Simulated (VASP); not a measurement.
Write the native input for VASP 6.6.1 that does the following.

```
Task                   : single point
Functional             : PBE
Potentials or basis    : VASP PAW PBE potentials, release 64 (Sr_sv)
Cutoff                 : 520 eV
k mesh                 : 14 × 14 × 14
Occupations            : gaussian, width 0.15 eV
Spin                   : no spin polarisation
Dipole correction      : no
Further INCAR settings : ALGO = Fast; EDIFF = 1e-06; NBANDS = 11
```

The structure of Sr lies in POSCAR:

```
Sr
1.0
   -2.5220000000      2.5220000000      2.6190000000
    2.5220000000     -2.5220000000      2.6190000000
    2.5220000000      2.5220000000     -2.6190000000
Sr
1
Direct
    0.0000000000      0.0000000000      0.0000000000
```

This cell differs from its parent crystal: strain +0.040 along x and y, +0.080 along z.

One way to write it, as run:

INCAR

```
PREC = Accurate ; ENCUT = 520
EDIFF = 1E-6 ; ISMEAR = 0
SIGMA = 0.15 ; LREAL = False
LASPH = True ; NELM = 60
ALGO = Fast ; ISIF = 2
LWAVE = False ; LCHARG = True
GGA = PE ; LELF = True
LVHAR = True ; NBANDS = 11
```

KPOINTS

```
Automatic mesh
0
Gamma
  14 14 14
```

Potentials or basis: VASP PAW PBE potentials, release 64 (Sr_sv).

Run with:

```bash
$ cat potpaw_PBE.64/Sr_sv/POTCAR > POTCAR
$ mpirun -np 1 vasp_std > vasp.out
```

Results of the run:

| Item | Value |
| --- | --- |
| Pressure | -1.7 GPa |
| Band gap on the k mesh | zero (bands 5 and 6 overlap by 0.20 eV) |

Caveat: the cell differs from its parent crystal (strain +0.040 along x and y, +0.080 along z).

Wall time 89 s on 1 thread of Intel(R) Xeon(R) Platinum 8488C (Sapphire Rapids), on a shared host, peak memory 0.33 GiB.
